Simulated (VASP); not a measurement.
Wanted: the native input for a VASP 6.6.1 run.

```
Task                   : single point
Functional             : r2SCAN
Potentials or basis    : VASP PAW PBE potentials, release 64 (Pt)
Cutoff                 : 520 eV
k mesh                 : 9 × 9 × 18
Occupations            : gaussian, width 0.1 eV
Spin                   : no spin polarisation
Dipole correction      : no
Further INCAR settings : ALGO = Normal; EDIFF = 1e-07; NBANDS = 17
```

Crystal: Pt.

```xyz
2
Lattice="4.0057 0.0000 0.0000 0.0000 4.0057 0.0000 -2.0028 0.0000 1.9233" Properties=species:S:1:pos:R:3 pbc="T T T"
Pt    0.0000    0.0000    0.0000
Pt    2.0028    2.0028    0.0000
```

The input as run:

POSCAR

```
Pt
1.0
    4.0056786547      0.0000000000      0.0000000001
    0.0000000000      4.0056786547      0.0000000000
   -2.0028393274      0.0000000000      1.9233005903
Pt
2
Direct
    0.0000000000      0.0000000000      0.0000000000
    0.5000000000      0.5000000000      0.0000000000
```

INCAR.step1

```
  PREC = Accurate
  ENCUT = 520
  ISMEAR = 0
  SIGMA = 0.1
  LREAL = False
  LASPH = True
  NELM = 60
  NBANDS = 17
  GGA = PE
  ALGO = Normal
  EDIFF = 1E-4
  LWAVE = True
  LCHARG = False
```

INCAR.step2

```
  PREC = Accurate
  ENCUT = 520
  EDIFF = 1E-7
  ISMEAR = 0
  SIGMA = 0.1
  LREAL = False
  LASPH = True
  NELM = 60
  ALGO = Normal
  ISIF = 2
  LWAVE = False
  LCHARG = False
  METAGGA = R2SCAN
  LMIXTAU = True
  NBANDS = 17
  ISTART = 1
```

KPOINTS

```
regular mesh
0
Gamma
  9 9 18
```

Potentials or basis: VASP PAW PBE potentials, release 64 (Pt).

Command:

```bash
$ cat potpaw_PBE.64/Pt/POTCAR > POTCAR
$ cp INCAR.step1 INCAR
$ mpirun -np 1 vasp_std > vasp.out
$ cp INCAR.step2 INCAR
$ mpirun -np 1 vasp_std > vasp.out
```

Results of the run:

```
Pressure               : -1.6 GPa
Band gap on the k mesh : zero (bands 10 and 11 overlap by 1.70 eV)
```

Caveat: the PAW data sets were made with another functional, which shifts forces and pressure a little; spin-orbit coupling is left out, which moves the levels of the heavy elements.

Run time: 3.7 min on 1 thread of Intel(R) Xeon(R) 6975P-C (Granite Rapids), with other jobs on the host, peak memory 0.25 GiB.
